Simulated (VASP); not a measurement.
Here is a VASP 6.6.1 calculation.

The input POSCAR:

```
BP
1.0
    0.0000000000      2.3022908167      2.2342428123
    2.3022908167      0.0000000000      2.2342428123
    2.3022908167      2.3022908167      0.0000000000
B P
1 1
Direct
    0.0000000000      0.0000000000      0.0000000000
    0.7500000000      0.7500000000      0.7500000000
```

INCAR.step1

```
ALGO = Normal
EDIFF = 1E-4
ENCUT = 520
GGA = PE
ISMEAR = 0
LASPH = T
LCHARG = F
LREAL = F
LWAVE = T
NBANDS = 11
NELM = 100
PREC = Accurate
SIGMA = 0.05
```

INCAR.step2

```
ALGO = Normal
EDIFF = 1E-6
ENCUT = 520
ISIF = 2
ISMEAR = 0
ISTART = 1
LASPH = T
LCHARG = T
LELF = T
LMIXTAU = T
LREAL = F
LVHAR = T
LWAVE = F
METAGGA = R2SCAN
NBANDS = 11
NELM = 100
PREC = Accurate
SIGMA = 0.05
```

KPOINTS

```
k-points
0
Gamma
  10 10 10
```

Potentials or basis: VASP PAW PBE potentials, release 64 (B, P).

Run with:

```bash
$ cat potpaw_PBE.64/B/POTCAR potpaw_PBE.64/P/POTCAR > POTCAR
$ cp INCAR.step1 INCAR
$ mpirun -np 1 vasp_std > vasp.out
$ cp INCAR.step2 INCAR
$ mpirun -np 1 vasp_std > vasp.out
```

**Question.** Estimate the band gap on the k mesh.

**Answer.** 0.99 eV, indirect (least direct gap 3.30 eV).

**Question.** Estimate the pressure.

**Answer.** -2.9 GPa.

Stress tensor (GPa, compression positive):
```
-5.66  0.00  0.00
 0.00 -5.66  0.00
 0.00  0.00  2.56
```

Caveat: the cell differs from its parent crystal (strain +0.015 along x and y, -0.015 along z); the PAW data sets were made with another functional, which shifts forces and pressure a little. A k mesh can miss the band edges.
